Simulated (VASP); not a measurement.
# SiC in VASP: notebook, part 2 of 2

VASP 6.6.1.

### 4 Single point, LDA

This run uses another cell than the first one, of 10.14 Å³/atom, 0.975 times its volume.

Input file INCAR:

```
SYSTEM = SiC
  PREC = Accurate
  ENCUT = 520
  EDIFF = 1E-6
  ISMEAR = 0
  SIGMA = 0.01
  LREAL = .False.
  LASPH = .True.
  NELM = 100
  ALGO = Normal
  ISIF = 2
  LWAVE = .False.
  LCHARG = .False.
  GGA = CA
  NBANDS = 11
```

Input file KPOINTS:

```
regular mesh
0
Gamma
  10 10 10
  0 0 0
```

Input file POSCAR:

```
SiC
1.0
    2.1644853876      2.1644853876      0.0000000000
   -2.1644853876      2.1644853876      0.0000000000
    0.0000000000      2.1644853876      2.1644853876
Si C
1 1
Direct
    0.0000000000      0.0000000000      0.0000000000
    0.7500000000      0.2500000000      0.5000000000
```

Potentials or basis: VASP PAW LDA potentials, release 64 (Si, C).

The run is started by

```console
> cat potpaw_LDA.64/Si/POTCAR potpaw_LDA.64/C/POTCAR > POTCAR
> mpirun -np 1 vasp_std > vasp.out
```

OUTCAR:

```text
SYSTEM = SiC
   PREC = Accurate
   ENCUT = 520
   EDIFF = 1E-6
   ISMEAR = 0
   LREAL = .False.
   LASPH = .True.
   NELM = 100
   ISIF = 2
   GGA = CA

 ion  position               nearest neighbor table
   1  0.000  0.000  0.000-   2 1.87   2 1.87   2 1.87   2 1.87
   2  0.750  0.250  0.500-   1 1.87   1 1.87   1 1.87   1 1.87

  LATTYP: Found a face centered cubic cell.
 ALAT       =     4.3289707752

  Lattice vectors:

 A1 = (   0.0000000000,   2.1644853876,   2.1644853876)
 A2 = (   2.1644853876,   0.0000000000,   2.1644853876)
 A3 = (   2.1644853876,   2.1644853876,   0.0000000000)

Analysis of symmetry for initial positions (statically):
=====================================================================
 Subroutine PRICEL returns:
 Original cell was already a primitive cell.

 Routine SETGRP: Setting up the symmetry group for a
 face centered cubic supercell.

 Subroutine GETGRP returns: Found 24 space group operations
 (whereof 24 operations were pure point group operations)
 out of a pool of 48 trial point group operations.

The static configuration has the point symmetry T_d .

Analysis of symmetry for dynamics (positions and initial velocities):
=====================================================================
 Subroutine PRICEL returns:
 Original cell was already a primitive cell.

 Routine SETGRP: Setting up the symmetry group for a
 face centered cubic supercell.

 Subroutine GETGRP returns: Found 24 space group operations
 (whereof 24 operations were pure point group operations)
 out of a pool of 48 trial point group operations.

The dynamic configuration has the point symmetry T_d .

 Subroutine INISYM returns: Found 24 space group operations
 (whereof 24 operations are pure point group operations),
 and found     1 'primitive' translations

----------------------------------------------------------------------------------------

                                     Primitive cell

  volume of cell :      20.2812

  direct lattice vectors                    reciprocal lattice vectors
     2.164485388  2.164485388  0.000000000     0.231001790  0.231001790 -0.231001790
    -2.164485388  2.164485388  0.000000000    -0.231001790  0.231001790 -0.231001790
     0.000000000  2.164485388  2.164485388     0.000000000  0.000000000  0.462003581

  length of vectors
     3.061044591  3.061044591  3.061044591     0.400106838  0.400106838  0.462003581

  position of ions in fractional coordinates (direct lattice)
     0.000000000  0.000000000  0.000000000
     0.750000000  0.250000000  0.500000000

  ion indices of the primitive-cell ions
   primitive index   ion index
                 1           1
                 2           2

----------------------------------------------------------------------------------------

 KPOINTS: regular mesh

Automatic generation of k-mesh.
 Grid dimensions read from file:
 generate k-points for:   10   10   10

 Generating k-lattice:

  Cartesian coordinates                     Fractional coordinates (reciprocal lattice)
     0.023100179  0.023100179 -0.023100179     0.100000000  0.000000000  0.000000000
    -0.023100179  0.023100179 -0.023100179     0.000000000  0.100000000  0.000000000
     0.000000000  0.000000000  0.046200358     0.000000000  0.000000000  0.100000000

  Length of vectors
     0.040010684  0.040010684  0.046200358

  Shift w.r.t. Gamma in fractional coordinates (k-lattice)
     0.000000000  0.000000000  0.000000000

 Subroutine IBZKPT returns following result:
 ===========================================

 Found     47 irreducible k-points:

 Following reciprocal coordinates:
            Coordinates               Weight
  0.000000  0.000000  0.000000      1.000000
  0.100000  0.000000  0.000000      8.000000
  0.200000  0.000000  0.000000      8.000000
  0.300000  0.000000  0.000000      8.000000
  0.400000  0.000000  0.000000      8.000000
  0.500000  0.000000  0.000000      4.000000
[... 16 lines left out ...]
  0.300000  0.300000  0.000000     12.000000
  0.400000  0.300000  0.000000     24.000000
 [... further k-points ...]
   k-points           NKPTS =     47   k-points in BZ     NKDIM =     47   number of bands    NBANDS=     11
   number of dos      NEDOS =    301   number of ions     NIONS =      2
   total plane-waves  NPLWV =  13824
   dimension x,y,z NGX =    24 NGY =   24 NGZ =   24
   dimension x,y,z NGXF=    48 NGYF=   48 NGZF=   48
   ions per type =               1   1
   NGX,Y,Z   is equivalent  to a cutoff of  13.03, 13.03, 13.03 a.u.
   NGXF,Y,Z  is equivalent  to a cutoff of  26.07, 26.07, 26.07 a.u.
 SYSTEM =  SiC
   PREC   = accura    normal or accurate (medium, high low for compatibility)
   ISTART =      0    job   : 0-new  1-cont  2-samecut
   ICHARG =      2    charge: 1-file 2-atom 10-const
   ISPIN  =      1    spin polarized calculation?
   LNONCOLLINEAR =      F non collinear calculations
   LSORBIT =      F    spin-orbit coupling
   LASPH  =      T    aspherical Exc in radial PAW
   ENCUT  =  520.0 eV  38.22 Ry    6.18 a.u.   5.69  5.69  5.69*2*pi/ulx,y,z
   NELM   =    100;   NELMIN=  2; NELMDL= -5     # of ELM steps
   EDIFF  = 0.1E-05   stopping-criterion for ELM
   LREAL  =      F    real-space projection
   EDIFFG = 0.1E-04   stopping-criterion for IOM
   NSW    =      0    number of steps for IOM
   IBRION =     -1    ionic relax: 0-MD 1-quasi-New 2-CG
   NFREE  =      0    steps in history (QN), initial steepest desc. (CG)
   ISIF   =      2    stress and relaxation
   ISYM   =      2    0-nonsym 1-usesym 2-fastsym
   POTIM  = 0.5000    time-step for ionic-motion
   TEBEG  =    0.0;   TEEND  =   0.0 temperature during run
   PSTRESS=    0.0 pullay stress
   NELECT =       8.0000    total number of electrons
   NUPDOWN=      -1.0000    fix difference up-down
   EMIN   =  10.00;   EMAX   =-10.00  energy-range for DOS
   EFERMI =   0.00;   METHOD = LEGACY
   ISMEAR =     0;   SIGMA  =   0.01  broadening in eV -4-tet -1-fermi 0-gaus
   EFERMI_NEDOS =   21; number of points for ismear=-14 and -15
   IALGO  =     38    algorithm
   IMIX   =      4    mixing-type and parameters
     AMIX     =   0.40;   BMIX     =  1.00
     AMIX_MAG =   1.60;   BMIX_MAG =  1.00
  volume/ion in A,a.u.               =      10.14        68.43
  Fermi-wavevector in a.u.,A,eV,Ry     =   1.200623  2.268849 19.612754  1.441497
  Thomas-Fermi vector in A             =   2.336454
   LORBIT       =      0    0 simple, 1 ext, 2 COOP (PROOUT), +10 PAW based schemes
   GGA     = CA    functional components
   LHFCALC =     F    Hartree Fock is set to
   AEXX    =    0.0000 exact exchange contribution
   IVDW    =     0    specifies the selected vdW correction
   LEPSILON=     F    determine dielectric tensor
   LRPA    =     F    only Hartree local field effects (RPA)
 non-spin polarized calculation
 Gauss-broadening in eV      SIGMA  =   0.01
  energy-cutoff  :      520.00
  volume of cell :       20.28
 maximum number of plane-waves:       568
   NGX = 11   NGY = 11   NGZ = 11

 number of electron       8.0000000 magnetization

 Free energy of the ion-electron system (eV)
  ---------------------------------------------------
  ext. energy  EPLUGINS =         0.00000000
  ---------------------------------------------------
  free energy    TOTEN  =       -16.64250301 eV

  energy without entropy =      -16.64250301  energy(sigma->0) =      -16.64250301

 E-fermi :   8.3870     XC(G=0): -11.6422

 val. band max:        8.2913351423   @ k =   0.0000   0.0000   0.0000
 cond. band min:       9.5786388189   @ k =   0.5000   0.5000   0.0000
 fundamental gap:      1.2873036765
 Fermi energy:         8.3870469074

 k-point     1 :       0.0000    0.0000    0.0000
  band No.  band energies     occupation
      1      -7.1820      2.00000
      2       8.2913      2.00000
      3       8.2913      2.00000
      4       8.2913      2.00000
      5      14.8199      0.00000
      6      15.6217      0.00000
      7      15.6217      0.00000
      8      15.6217      0.00000
      9      22.8674      0.00000
     10      22.8674      0.00000
     11      24.7746      0.00000
[... 309 lines left out ...]
 k-point    24 :       0.4000    0.3000    0.0000
  band No.  band energies     occupation
      1      -2.3096      2.00000
      2       0.8737      2.00000
      3       2.9664      2.00000
      4       5.9521      2.00000
      5      11.8630      0.00000
      6      17.0101      0.00000
      7      19.2007      0.00000
      8      19.7980      0.00000
      9      21.5905      0.00000
     10      23.8226      0.00000
     11      29.8156      0.00000

 [... further k-points ...]
[... 5 lines left out ...]
  --------------------------------------------------------------------------------------
  -------------------------------------------------------------------------------------
  Total        0.0530829      0.0530829      0.0530829     -0.0000000     -0.0000000      0.0000000
  in kB        4.1934450      4.1934450      4.1934450     -0.0000000     -0.0000000      0.0000000
  external PRESSURE =       4.1934450 kB  Pullay stress =       0.0000000 kB

 VOLUME and BASIS-vectors are now :
 -----------------------------------------------------------------------------
  energy-cutoff  :      520.00
  volume of cell :       20.28
      direct lattice vectors                 reciprocal lattice vectors
     2.164485388  2.164485388  0.000000000     0.231001790  0.231001790 -0.231001790
    -2.164485388  2.164485388  0.000000000    -0.231001790  0.231001790 -0.231001790
     0.000000000  2.164485388  2.164485388     0.000000000  0.000000000  0.462003581

 POSITION                                       TOTAL-FORCE (eV/Angst)
 -----------------------------------------------------------------------------------
      0.00000      0.00000      0.00000         0.000000      0.000000      0.000000
      1.08224      3.24673      1.08224        -0.000000     -0.000000     -0.000000
 -----------------------------------------------------------------------------------
    total drift:                                0.000000      0.000000      0.000000

  FREE ENERGIE OF THE ION-ELECTRON SYSTEM (eV)
  ---------------------------------------------------
  free  energy   TOTEN  =       -16.6425030112 eV

  energy  without entropy=      -16.6425030112  energy(sigma->0) =      -16.64250301
```

OSZICAR:

```text
N       E                     dE             d eps       ncg     rms          rms(c)
DAV:   1     0.151852503112E+01    0.15185E+01   -0.37854E+03  1077   0.602E+02
DAV:   2    -0.181692454474E+02   -0.19688E+02   -0.18844E+02  1313   0.111E+02
DAV:   3    -0.187365049371E+02   -0.56726E+00   -0.56642E+00  1274   0.154E+01
DAV:   4    -0.187388091613E+02   -0.23042E-02   -0.23041E-02  1179   0.126E+00
DAV:   5    -0.187388200864E+02   -0.10925E-04   -0.10925E-04  1302   0.797E-02    0.928E+00
DAV:   6    -0.167376833961E+02    0.20011E+01   -0.72649E+00  1160   0.120E+01    0.411E+00
DAV:   7    -0.166635476815E+02    0.74136E-01   -0.40919E-01  1226   0.368E+00    0.183E+00
DAV:   8    -0.166429326882E+02    0.20615E-01   -0.27114E-02  1184   0.991E-01    0.184E-01
DAV:   9    -0.166424892437E+02    0.44344E-03   -0.20731E-03  1258   0.245E-01    0.985E-02
DAV:  10    -0.166425028155E+02   -0.13572E-04   -0.13018E-04  1169   0.707E-02    0.336E-02
DAV:  11    -0.166425030112E+02   -0.19568E-06   -0.36080E-06  1250   0.117E-02
   1 F= -.16642503E+02 E0= -.16642503E+02  d E =-.277753E-44
```

stdout:

```text
POSCAR found type information on POSCAR SiC
 POSCAR found :  2 types and       2 ions
 scaLAPACK will be used
 LDA part: xc-table for (Slater(with rela. corr.)+CA(PZ))
 , standard interpolation
 POSCAR, INCAR and KPOINTS ok, starting setup
 FFT: planning ... GRIDC
 FFT: planning ... GRID_SOFT
 FFT: planning ... GRID
 WAVECAR not read
 entering main loop
```

Wall time 10 s (1 thread of Intel Xeon Platinum 8259CL at 2.50GHz (Skylake/Cascade Lake), shared host); peak memory 0.12 GiB.

Results:

```yaml
Free_energy: -16.6425 eV
Pressure: 0.4 GPa
Band_gap_on_the_k_mesh: 1.29 eV, indirect (least direct gap 4.52 eV)
```

Levels at points of the mesh, in eV from the valence-band top:
| k point | band 1 | band 2 | band 3 | band 4 | band 5 | band 6 | band 7 | band 8 | band 9 |
| --- | --- | --- | --- | --- | --- | --- | --- | --- | --- |
| (0.00, 0.00, 0.00) | -15.47 | 0.00 | 0.00 | 0.00 | 6.53 | 7.33 | 7.33 | 7.33 | 14.58 |
| (0.50, 0.00, 0.00) | -11.78 | -8.67 | -1.06 | -1.06 | 5.57 | 7.21 | 7.21 | 10.03 | 16.18 |
| (0.50, 0.50, 0.00) | -10.28 | -7.88 | -3.23 | -3.23 | 1.29 | 4.26 | 14.06 | 14.06 | 14.82 |

### 5 The runs side by side

```tsv
task	cell	k mesh	cutoff (eV)	smearing	gap on the mesh (eV)	pressure (GPa)
single point	a = 3.122, b = 3.122, c = 3.070 Å, angles 59.4, 59.4, 90.0°, 2 atoms	10 × 10 × 10	520	gaussian 0.01 eV	0.96	-5.2
relaxation of cell and atoms	relaxed from a = 3.082 Å, angles 60.0, 60.0, 90.0°, 2 atoms	14 × 14 × 14	600	fermi-dirac 0.08 eV	1.29	0.0
single point	a = 3.061 Å, angles 60.0, 60.0, 90.0°, 2 atoms	10 × 10 × 10	520	gaussian 0.01 eV	1.29	0.4
```

Alike in all rows: level LDA; potentials or basis VASP PAW LDA potentials, release 64 (Si, C); no spin polarisation.

Total energies depend on the potentials used, so only differences within one code and one set of settings carry meaning.
